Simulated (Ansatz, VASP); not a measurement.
## LiCl in VASP and in Ansatz

The input INCAR:

```
PREC = Accurate
ENCUT = 520
EDIFF = 1E-7
ISMEAR = 0
SIGMA = 0.02
LREAL = F
LASPH = T
NELM = 100
ALGO = Normal
ISIF = 2
LWAVE = F
LCHARG = F
GGA = PE
NBANDS = 18
```

Contents of KPOINTS:

```
Automatic mesh
0
Gamma
  9 9 4
```

The input POSCAR:

```
LiCl
1.0
    3.6858568818      0.0000000000      0.0000000000
   -1.8429284410      3.1920456944      0.0000000000
    0.0000000000      0.0000000000      6.5421543851
Li Cl
2 2
Direct
    0.6666666700      0.3333333300      0.8366912695
    0.3333333300      0.6666666700      0.3366912695
    0.6666666700      0.3333333300      0.5383097305
    0.3333333300      0.6666666700      1.0383097305
```

Input for Ansatz:

```yaml
crystal:
  lattice:
    - [3.6858568818, 0.0, 0.0]
    - [-1.842928441, 3.1920456944, 0.0]
    - [0.0, 0.0, 6.5421543851]
  atoms:
    - { symbol: Li, position: [0.66666667, 0.33333333, 0.8366912695] }
    - { symbol: Li, position: [0.33333333, 0.66666667, 0.3366912695] }
    - { symbol: Cl, position: [0.66666667, 0.33333333, 0.5383097305] }
    - { symbol: Cl, position: [0.33333333, 0.66666667, 1.0383097305] }
basis:
  ecutwfc: 420
kpoints:
  mp_grid: { grid: [9, 9, 4] }
hamiltonian:
  xc: pbe
scf:
  occupations: { method: gaussian, width: 0.02 }
output:
  forces: true
  stress: true
  eigenvalues: true
```

Alike in both runs: task single point; functional PBE; k mesh 9 × 9 × 4; occupations gaussian, width 0.02 eV; no spin polarisation.

```csv
,VASP,Ansatz
version,VASP 6.6.1,Ansatz 0.2.0
potentials or method,"VASP PAW PBE potentials, release 64 (Li_sv, Cl), cutoff 520 eV","scalar-relativistic, plane waves, PAW"
valence electrons in the cell,20,20
```

|  | VASP | Ansatz | Ansatz less VASP |
| --- | --- | --- | --- |
| gap on the k mesh at the Fermi level (eV) | 5.77 | 5.76 | -0.007 |
| least direct gap on the mesh (eV) | 5.77 | 5.76 | -0.007 |
| rms of the force components (eV/Å) | 1.412 | 1.375 | -0.0370 |

Atom by atom the forces differ by 0.037 eV/Å (rms over components).

Noted on VASP's run: the cutoff is under 1.25 times that of the potentials, so the pressure is a little rough.
